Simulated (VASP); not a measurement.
# B17HN18 (a cell with a defect) in VASP: a series of runs

The runs below take B17HN18 (a cell with a defect) through single point, with PBE.

All numbers are computed with VASP 6.6.1; they aren't measurements. Logs are shortened: lines on timing, memory, paths and dates and some standing lists are left out, and cuts for length are marked.

### Step 1. The cell of the first run

The cell holds a defect, 36 atoms: a = 7.465 Å, b = 7.465 Å, c = 6.495 Å, α = 90.00°, β = 90.00°, γ = 120.00°.

### Step 2. Single point, PBE, collinear spin

The input, INCAR:

```
PREC     = Accurate       # precision mode
ENCUT    = 520            # plane-wave cutoff, eV
EDIFF    = 1E-6           # SCF threshold, eV
ISMEAR   = 0              # smearing method
SIGMA    = 0.01           # smearing width, eV
LREAL    = Auto         
LASPH    = T              # aspherical terms in the spheres
NELM     = 200            # most SCF steps
ALGO     = Normal         # electronic algorithm
ISIF     = 2              # what is computed and relaxed
LWAVE    = F              # write WAVECAR
LCHARG   = F              # write CHGCAR
ISPIN    = 2              # spin polarisation
MAGMOM   = 0 0 0 0.01 0 0 0 0 0 0 0 0 0 0 0.01 0 0 0.01 0 0.04 0 0.01 0 0 0 0.29 0 0.02 0 0 0 0.21 0 0.01 0 0 # initial moments
LORBIT   = 11             # projections on sites
NUPDOWN  = 1.0            # fixed moment
GGA      = PE             # functional
NELECT   = 143.0        
NBANDS   = 99             # bands
GGA_COMPAT= F            
ISYM     = -1
```

The input, KPOINTS:

```
explicit points
1
Reciprocal
  0.25000000   0.25000000   0.25000000 1
```

The input, POSCAR:

```
B17HN18
1.0
    7.4650312800      0.0000000000      0.0000000000
   -3.7325156400      6.4649067300      0.0000000000
    0.0000000000      0.0000000000      6.4954828800
B N H
17 18 1
Direct
    0.1125707792      0.2225530942      0.2493853554
    0.2231500644      0.1104909666      0.7518133880
    0.1123262839      0.5555856021      0.2490618787
    0.2275472582      0.4466345297      0.7489549864
    0.1122377129      0.8890222736      0.2493083759
    0.2229616138      0.7780147278      0.7495703104
    0.4459839800      0.2228760725      0.2492269375
    0.5554485573      0.1103213554      0.7520952974
    0.4460243069      0.5555384404      0.2491786084
    0.4458781773      0.8890494760      0.2494872822
    0.5587966268      0.7793286224      0.7487884780
    0.7790753807      0.2225551832      0.2493787016
    0.8911991034      0.1149629355      0.7496861276
    0.7785911062      0.5555370093      0.2493824598
    0.8860540142      0.4476245764      0.7483407278
    0.7789725985      0.8888687441      0.2491374847
    0.8883691887      0.7778197028      0.7478414401
    0.1134551754      0.2234517588      0.7499070622
    0.2230794097      0.1116402424      0.2498841808
    0.1125791864      0.5561842608      0.7491209153
    0.2230978605      0.4449584544      0.2490154259
    0.1122085989      0.8888023856      0.7496520357
    0.2231591392      0.7783410318      0.2492459882
    0.4394908522      0.2107632469      0.7558378330
    0.5565049216      0.1116573663      0.2497522335
    0.4443569670      0.5650414041      0.7479955663
    0.5563834060      0.4448732579      0.2490285760
    0.4456442117      0.8886974898      0.7500182077
    0.5565467551      0.7784155493      0.2492745652
    0.7787322760      0.2238385151      0.7503187044
    0.8898386942      0.1117068455      0.2493292273
    0.7863821459      0.5639336508      0.7450842477
    0.8898225352      0.4449806583      0.2491750851
    0.7816458584      0.8939932591      0.7489811622
    0.8898236723      0.7784219839      0.2487578680
    0.5241109256      0.3710752566      0.7544736789
```

Potentials or basis: VASP PAW PBE potentials, release 64 (B, N, H).

Started as:

```sh
$ cat potpaw_PBE.64/B/POTCAR potpaw_PBE.64/N/POTCAR potpaw_PBE.64/H/POTCAR > POTCAR
$ mpirun -np 1 vasp_std > vasp.out
```

OUTCAR:

```text
PREC = Accurate
   ENCUT = 520
   EDIFF = 1E-6
   ISMEAR = 0
   LREAL = Auto
   LASPH = T
   NELM = 200
   ISIF = 2
   ISPIN = 2
   LORBIT = 11
   NUPDOWN = 1.0
   GGA = PE
   NELECT = 143.0
   ISYM = -1

 ion  position               nearest neighbor table
   1  0.113  0.223  0.249-  19 1.43  21 1.44  31 1.44
   2  0.223  0.110  0.752-  24 1.40  22 1.43  18 1.44
   3  0.112  0.556  0.249-  21 1.43  33 1.44  23 1.44
   4  0.228  0.447  0.749-  26 1.40  18 1.44  20 1.45
   5  0.112  0.889  0.249-  23 1.43  35 1.44  19 1.44
   6  0.223  0.778  0.750-  22 1.43  20 1.43  28 1.44
[... 17 lines left out ...]
  24  0.439  0.211  0.756-  36 1.04   2 1.40   8 1.40
  25  0.557  0.112  0.250-   7 1.43  12 1.44  10 1.44
  26  0.444  0.565  0.748-  11 1.39   4 1.40
  27  0.556  0.445  0.249-   9 1.43   7 1.44  14 1.44
  28  0.446  0.889  0.750-   8 1.43  11 1.44   6 1.44
  29  0.557  0.778  0.249-  10 1.43  16 1.44   9 1.44
  30  0.779  0.224  0.750-  13 1.43   8 1.44  15 1.45
  31  0.890  0.112  0.249-  12 1.43   1 1.44  16 1.44
  32  0.786  0.564  0.745-  17 1.38  15 1.40
  33  0.890  0.445  0.249-  14 1.43  12 1.44   3 1.44
  34  0.782  0.894  0.749-  13 1.43  11 1.44  17 1.44
  35  0.890  0.778  0.249-  16 1.43   5 1.44  14 1.44
  36  0.524  0.371  0.754-  24 1.04

IMPORTANT INFORMATION: All symmetrisations will be switched off!
NOSYMM: (Re-)initialisation of all symmetry stuff for point group C_1.

----------------------------------------------------------------------------------------

                                     Primitive cell

  volume of cell :     313.4768

  direct lattice vectors                    reciprocal lattice vectors
     7.465031280  0.000000000  0.000000000     0.133957912  0.077340636  0.000000000
    -3.732515640  6.464906730  0.000000000     0.000000000  0.154681273  0.000000000
     0.000000000  0.000000000  6.495482880     0.000000000  0.000000000  0.153953142

  length of vectors
     7.465031280  7.465031281  6.495482880     0.154681273  0.154681273  0.153953142

  position of ions in fractional coordinates (direct lattice)
     0.112570779  0.222553094  0.249385355
     0.223150064  0.110490967  0.751813388
     0.112326284  0.555585602  0.249061879
     0.227547258  0.446634530  0.748954986
     0.112237713  0.889022274  0.249308376
     0.222961614  0.778014728  0.749570310
[... 28 lines left out ...]
     0.889823672  0.778421984  0.248757868
     0.524110926  0.371075257  0.754473679

  ion indices of the primitive-cell ions
   primitive index   ion index
                 1           1
                 2           2
                 3           3
                 4           4
                 5           5
                 6           6
[... 28 lines left out ...]
                35          35
                36          36

----------------------------------------------------------------------------------------

 KPOINTS: explicit points

Read explicit list of k-points.

 Found      1 k-points:

 Following reciprocal coordinates:
            Coordinates               Weight
  0.250000  0.250000  0.250000      1.000000
   k-points           NKPTS =      1   k-points in BZ     NKDIM =      1   number of bands    NBANDS=     99
   number of dos      NEDOS =    301   number of ions     NIONS =     36
   total plane-waves  NPLWV = 150528
   dimension x,y,z NGX =    56 NGY =   56 NGZ =   48
   dimension x,y,z NGXF=   112 NGYF=  112 NGZF=   96
   ions per type =              17  18   1
   NGX,Y,Z   is equivalent  to a cutoff of  12.47, 12.47, 12.29 a.u.
   NGXF,Y,Z  is equivalent  to a cutoff of  24.94, 24.94, 24.57 a.u.
 SYSTEM =  unknown system
   PREC   = accura    normal or accurate (medium, high low for compatibility)
   ISTART =      0    job   : 0-new  1-cont  2-samecut
   ICHARG =      2    charge: 1-file 2-atom 10-const
   ISPIN  =      2    spin polarized calculation?
   LNONCOLLINEAR =      F non collinear calculations
   LSORBIT =      F    spin-orbit coupling
   LASPH  =      T    aspherical Exc in radial PAW
   ENCUT  =  520.0 eV  38.22 Ry    6.18 a.u.  13.88 13.88 12.08*2*pi/ulx,y,z
   NELM   =    200;   NELMIN=  2; NELMDL= -5     # of ELM steps
   EDIFF  = 0.1E-05   stopping-criterion for ELM
   LREAL  =      T    real-space projection
   EDIFFG = 0.1E-04   stopping-criterion for IOM
   NSW    =      0    number of steps for IOM
   IBRION =     -1    ionic relax: 0-MD 1-quasi-New 2-CG
   NFREE  =      0    steps in history (QN), initial steepest desc. (CG)
   ISIF   =      2    stress and relaxation
   ISYM   =     -1    0-nonsym 1-usesym 2-fastsym
   POTIM  = 0.5000    time-step for ionic-motion
   TEBEG  =    0.0;   TEEND  =   0.0 temperature during run
   PSTRESS=    0.0 pullay stress
   NELECT =     143.0000    total number of electrons
   NUPDOWN=       1.0000    fix difference up-down
   EMIN   =  10.00;   EMAX   =-10.00  energy-range for DOS
   EFERMI =   0.00;   METHOD = LEGACY
   ISMEAR =     0;   SIGMA  =   0.01  broadening in eV -4-tet -1-fermi 0-gaus
   EFERMI_NEDOS =   21; number of points for ismear=-14 and -15
   IALGO  =     38    algorithm
   IMIX   =      4    mixing-type and parameters
     AMIX     =   0.40;   BMIX     =  1.00
     AMIX_MAG =   1.60;   BMIX_MAG =  1.00
  volume/ion in A,a.u.               =       8.71        58.76
  Fermi-wavevector in a.u.,A,eV,Ry     =   1.260236  2.381500 21.608687  1.588194
  Thomas-Fermi vector in A             =   2.393755
   LORBIT       =     11    0 simple, 1 ext, 2 COOP (PROOUT), +10 PAW based schemes
   GGA     = PE    functional components
   LHFCALC =     F    Hartree Fock is set to
   AEXX    =    0.0000 exact exchange contribution
   IVDW    =     0    specifies the selected vdW correction
   LEPSILON=     F    determine dielectric tensor
   LRPA    =     F    only Hartree local field effects (RPA)
 spin polarized calculation
 Gauss-broadening in eV      SIGMA  =   0.01
  energy-cutoff  :      520.00
  volume of cell :      313.48
 maximum number of plane-waves:      8452
 NGX is ok and might be reduce to    56
   NGX = 27   NGY = 27   NGZ = 25

 number of electron     142.9999999 magnetization       0.9999967

 Free energy of the ion-electron system (eV)
  ---------------------------------------------------
  ext. energy  EPLUGINS =         0.00000000
  ---------------------------------------------------
  free energy    TOTEN  =      -303.17211032 eV

  energy without entropy =     -303.17211032  energy(sigma->0) =     -303.17211032

 E-fermi :   2.7072     XC(G=0): -10.2179

 val. band max:        2.8990018585   @ k =   0.2500   0.2500   0.2500
 cond. band min:       4.0529380564   @ k =   0.2500   0.2500   0.2500
 fundamental gap:      1.1539361979
 Fermi energy:         2.9471128140

 spin component 1

 k-point     1 :       0.2500    0.2500    0.2500
  band No.  band energies     occupation
      1     -15.4838      1.00000
      2     -14.9813      1.00000
      3     -14.9436      1.00000
      4     -14.6437      1.00000
      5     -14.2171      1.00000
      6     -13.7938      1.00000
[... 75 lines left out ...]
     82       9.0947      0.00000
     83       9.2464      0.00000
 Fermi energy:         2.7072155310

 spin component 2

 k-point     1 :       0.2500    0.2500    0.2500
  band No.  band energies     occupation
      1     -15.4832      1.00000
      2     -14.9804      1.00000
      3     -14.9434      1.00000
      4     -14.6008      1.00000
      5     -14.1586      1.00000
      6     -13.6997      1.00000
[... 75 lines left out ...]
     82       9.1039      0.00000
     83       9.2535      0.00000
 [bands above 83 left out]

------------------------ aborting loop because EDIFF is reached ----------------------------------------

  FORCE on cell =-STRESS in cart. coord.  units (eV):
  Direction    XX          YY          ZZ          XY          YZ          ZX
  --------------------------------------------------------------------------------------
  -------------------------------------------------------------------------------------
  Total       28.8362265     38.2179964     14.2215204      0.5524136     -0.1134344     -0.0610043
  in kB      147.3817378    195.3318934     72.6860843      2.8233819     -0.5797625     -0.3117927
  external PRESSURE =     138.4665719 kB  Pullay stress =       0.0000000 kB

 VOLUME and BASIS-vectors are now :
 -----------------------------------------------------------------------------
  energy-cutoff  :      520.00
  volume of cell :      313.48
      direct lattice vectors                 reciprocal lattice vectors
     7.465031280  0.000000000  0.000000000     0.133957912  0.077340636  0.000000000
    -3.732515640  6.464906730  0.000000000     0.000000000  0.154681273  0.000000000
     0.000000000  0.000000000  6.495482880     0.000000000  0.000000000  0.153953142

 POSITION                                       TOTAL-FORCE (eV/Angst)
 -----------------------------------------------------------------------------------
      0.00966      1.43878      1.61988         0.000480     -0.004295      0.002008
      1.25341      0.71431      4.88339        -0.005186      0.016413     -0.000771
     -1.23521      3.59181      1.61778        -0.000380     -0.001182      0.000568
      0.03158      2.88745      4.86482         0.009241     -0.038102      0.003461
     -2.48043      5.74745      1.61938         0.000601      0.004555      0.001351
     -1.23954      5.02979      4.86882        -0.006712      0.002088      0.001081
[... 28 lines left out ...]
      3.73709      5.03243      1.61580        -0.002062     -0.004126      0.003283
      2.52746      2.39897      4.90067        -0.005896     -0.000559     -0.000053
 -----------------------------------------------------------------------------------
    total drift:                                0.001794     -0.001409     -0.001055

  FREE ENERGIE OF THE ION-ELECTRON SYSTEM (eV)
  ---------------------------------------------------
  free  energy   TOTEN  =      -303.1721103154 eV

  energy  without entropy=     -303.1721103154  energy(sigma->0) =     -303.17211032

 total charge

# of ion       s       p       d       tot
------------------------------------------
    1        0.758   1.456   0.000   2.215
    2        0.769   1.501   0.000   2.270
    3        0.758   1.454   0.000   2.212
    4        0.762   1.467   0.000   2.229
    5        0.758   1.455   0.000   2.213
    6        0.761   1.470   0.000   2.231
[... 28 lines left out ...]
   35        1.232   2.818   0.000   4.050
   36        0.595   0.103   0.000   0.698
--------------------------------------------------
tot         35.785  75.412   0.000 111.197

 magnetization (x)

# of ion       s       p       d       tot
------------------------------------------
    1       -0.000  -0.000   0.000  -0.000
    2        0.001   0.002   0.000   0.003
    3        0.000  -0.000   0.000   0.000
    4        0.003   0.012   0.000   0.014
    5        0.000  -0.000   0.000  -0.000
    6       -0.001  -0.002   0.000  -0.003
[... 28 lines left out ...]
   35       -0.000  -0.000   0.000  -0.000
   36       -0.000   0.002   0.000   0.002
--------------------------------------------------
tot          0.066   0.730   0.000   0.796
```

It took 2.4 min on 1 thread of Intel Xeon Platinum 8488C (Sapphire Rapids), shared host; peak memory 0.5 GiB.

What came out:

| Property | Result |
| --- | --- |
| Free energy | -303.1721 eV |
| Largest force | 0.040 eV/Å |
| Net moment | 1.00 μB per cell |
| Site moments | B -0.00, +0.00, +0.01, +0.02, -0.01 (each value once); N +0.01, -0.00, +0.05, +0.02, +0.37, +0.03, +0.00, +0.27 (each value once); H +0.00 μB |
| Valence electrons inside the program's atomic spheres | B 2.21, 2.27, 2.23, 2.24, 2.22 (each value once); N 4.04, 4.05, 4.02, 4.08, 3.90, 3.92 (each value once); H 0.70 |

Forces in eV/Å, atoms in the order of the input:
```
B    0.000 -0.004  0.002
B   -0.005  0.016 -0.001
B    0.000 -0.001  0.001
B    0.009 -0.038  0.003
B    0.001  0.005  0.001
B   -0.007  0.002  0.001
B   -0.001  0.001  0.002
B    0.001  0.011  0.000
B    0.002  0.000  0.000
B   -0.001  0.003  0.001
B    0.039  0.007  0.001
B    0.002  0.000  0.002
B   -0.018  0.000  0.001
B    0.002 -0.003 -0.002
B    0.001 -0.008 -0.001
B    0.006  0.004  0.001
B   -0.016 -0.008 -0.006
N    0.008  0.002 -0.001
N    0.000 -0.001 -0.001
N    0.005  0.002 -0.005
N   -0.002  0.003  0.002
N    0.007  0.002  0.000
N   -0.001 -0.003  0.003
N    0.002  0.029 -0.009
N    0.002 -0.002 -0.001
N   -0.001  0.010 -0.004
N   -0.001  0.003  0.004
N    0.003 -0.005 -0.004
N   -0.001 -0.003  0.003
N    0.004 -0.007 -0.005
N   -0.002  0.001  0.001
N   -0.023 -0.002  0.013
N   -0.003  0.001  0.001
N   -0.003 -0.009 -0.004
N   -0.002 -0.004  0.003
H   -0.006 -0.001  0.000
```

Caveat: the cell carries a net charge on a neutralising background, which shifts energy and pressure; the cell is charged against a uniform background, so pressure and absolute levels hang on convention; the total moment is fixed, so each spin has its own Fermi level and the state may be an excited one.

### Step 3. Single point, PBE, collinear spin

INCAR is that of step 2.

KPOINTS is that of step 2.

The input, POSCAR:

```
B17HN18
1.0
    7.4650312800      0.0000000000      0.0000000000
   -3.7325156400      6.4649067300      0.0000000000
    0.0000000000      0.0000000000      6.4954828800
B N H
17 18 1
Direct
    0.1125708066      0.2225530568      0.2493852828
    0.2231500332      0.1104910023      0.7518134748
    0.1123263156      0.5555855700      0.2490618284
    0.2275472363      0.4466345692      0.7489550079
    0.1122377421      0.8890222359      0.2493083224
    0.2229615853      0.7780147676      0.7495703800
    0.4459840069      0.2228760325      0.2492268791
    0.5554485277      0.1103213927      0.7520953661
    0.4460243377      0.5555384063      0.2491785633
    0.4458782094      0.8890494385      0.2494872469
    0.5587965941      0.7793286521      0.7487885129
    0.7790754122      0.2225551497      0.2493786472
    0.8911990756      0.1149629710      0.7496861860
    0.7785911367      0.5555369753      0.2493824082
    0.8860539843      0.4476246103      0.7483407568
    0.7789726288      0.8888687078      0.2491374349
    0.8883691579      0.7778197391      0.7478415043
    0.1134551467      0.2234517961      0.7499071239
    0.2230794336      0.1116402018      0.2498841173
    0.1125791607      0.5561842999      0.7491209493
    0.2230978895      0.4449584183      0.2490153545
    0.1122085678      0.8888024225      0.7496521474
    0.2231591692      0.7783409968      0.2492459532
    0.4394908204      0.2107632792      0.7558379004
    0.5565049484      0.1116573274      0.2497521915
    0.4443569432      0.5650414348      0.7479955149
    0.5563834342      0.4448732199      0.2490285191
    0.4456441821      0.8886975258      0.7500182872
    0.5565467865      0.7784155139      0.2492745414
    0.7787322462      0.2238385497      0.7503187547
    0.8898387222      0.1117068092      0.2493291638
    0.7863821250      0.5639336905      0.7450842634
    0.8898225661      0.4449806261      0.2491750426
    0.7816458286      0.8939932948      0.7489812379
    0.8898237027      0.7784219481      0.2487578126
    0.5241108800      0.3710752977      0.7544737259
```

Potentials or basis: VASP PAW PBE potentials, release 64 (B, N, H).

Started as:

```sh
$ cat potpaw_PBE.64/B/POTCAR potpaw_PBE.64/N/POTCAR potpaw_PBE.64/H/POTCAR > POTCAR
$ mpirun -np 1 vasp_std > vasp.out
```

Wall time 4.4 min (1 thread of Intel Xeon Platinum 8259CL at 2.50GHz (Skylake/Cascade Lake), shared host); peak memory 0.5 GiB.

The run converged. Its results:

```
Free energy                                           : -303.1721 eV
Largest force                                         : 0.040 eV/Å
Net moment                                            : 1.00 μB per cell
Site moments                                          : B -0.00, +0.00, +0.01, +0.02, -0.01 (each value once); N +0.01, -0.00, +0.05, +0.02, +0.37, +0.03, +0.00, +0.27 (each value once); H +0.00 μB
Valence electrons inside the program's atomic spheres : B 2.21, 2.27, 2.23, 2.24, 2.22 (each value once); N 4.04, 4.05, 4.02, 4.08, 3.90, 3.92 (each value once); H 0.70
```

Forces in eV/Å, atoms in the order of the input:
```
B    0.000 -0.004  0.002
B   -0.005  0.016 -0.001
B    0.000 -0.001  0.001
B    0.009 -0.038  0.003
B    0.001  0.005  0.001
B   -0.007  0.002  0.001
B   -0.001  0.001  0.002
B    0.001  0.011  0.000
B    0.002  0.000  0.000
B   -0.001  0.003  0.001
B    0.039  0.007  0.001
B    0.002  0.000  0.002
B   -0.018  0.000  0.001
B    0.002 -0.003 -0.002
B    0.001 -0.008 -0.001
B    0.006  0.004  0.001
B   -0.016 -0.008 -0.006
N    0.008  0.002 -0.001
N    0.000 -0.001 -0.001
N    0.005  0.002 -0.005
N   -0.002  0.003  0.002
N    0.007  0.002  0.000
N   -0.001 -0.003  0.003
N    0.002  0.029 -0.009
N    0.002 -0.002 -0.001
N   -0.001  0.010 -0.004
N   -0.001  0.003  0.004
N    0.003 -0.005 -0.004
N   -0.001 -0.003  0.003
N    0.004 -0.007 -0.005
N   -0.002  0.001  0.001
N   -0.023 -0.002  0.013
N   -0.003  0.001  0.001
N   -0.003 -0.009 -0.004
N   -0.002 -0.004  0.003
H   -0.006 -0.001  0.000
```

Caveat: the cell carries a net charge on a neutralising background, which shifts energy and pressure; the cell is charged against a uniform background, so pressure and absolute levels hang on convention; the total moment is fixed, so each spin has its own Fermi level and the state may be an excited one.
